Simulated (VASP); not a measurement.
The system is K3Na.

```
Na K
1.0
     0.00000    5.07500    5.07500
     5.07500    0.00000    5.07500
     5.07500    5.07500    0.00000
Na K
1 3
Direct
  0.00000 0.00000 0.00000
  0.50000 0.50000 0.50000
  0.25000 0.25000 0.25000
  0.75000 0.75000 0.75000
```

| Property | Result |
| --- | --- |
| Program | VASP 6.6.1 |
| Task | relaxation of cell and atoms |
| Functional | LDA |
| Potentials or basis | VASP PAW LDA potentials, release 64 (Na_pv, K_sv) |
| Cutoff | 500 eV |
| k mesh | 4 × 4 × 4 |
| Occupations | fermi-dirac, width 0.1 eV |
| Spin | no spin polarisation |

At the start: pressure -0.6 GPa; volume 65.35 Å³/atom.

How do energy, volume and symmetry change on relaxing?

Over 4 steps the energy falls by 23.0 meV/atom and the volume is 55.03 Å³/atom (-15.8 %); space group Fm-3m (No. 225, to 0.1 Å) before and after.

The path:
| step | energy change (eV) | largest force (eV/Å) | pressure (GPa) | volume (Å³) |
| --- | --- | --- | --- | --- |
| 1 | 0.0000 | 0.0000 | -0.64 | 261.42 |
| 2 | -0.0358 | 0.0000 | -0.53 | 251.64 |
| 3 | -0.0886 | 0.0000 | -0.15 | 227.93 |
| 4 | -0.0919 | 0.0000 | 0.02 | 220.12 |

Final structure:
```yaml
crystal:
  lattice:
    - [0.00000, 4.79230, 4.79230]
    - [4.79230, 0.00000, 4.79230]
    - [4.79230, 4.79230, 0.00000]
  atoms:
    - { symbol: Na, position: [0.00000, 0.00000, 0.00000] }
    - { symbol: K, position: [0.50000, 0.50000, 0.50000] }
    - { symbol: K, position: [0.25000, 0.25000, 0.25000] }
    - { symbol: K, position: [0.75000, 0.75000, 0.75000] }
```

Caveat: the volume moved by over 15 % at a fixed basis, so the end points are rough.
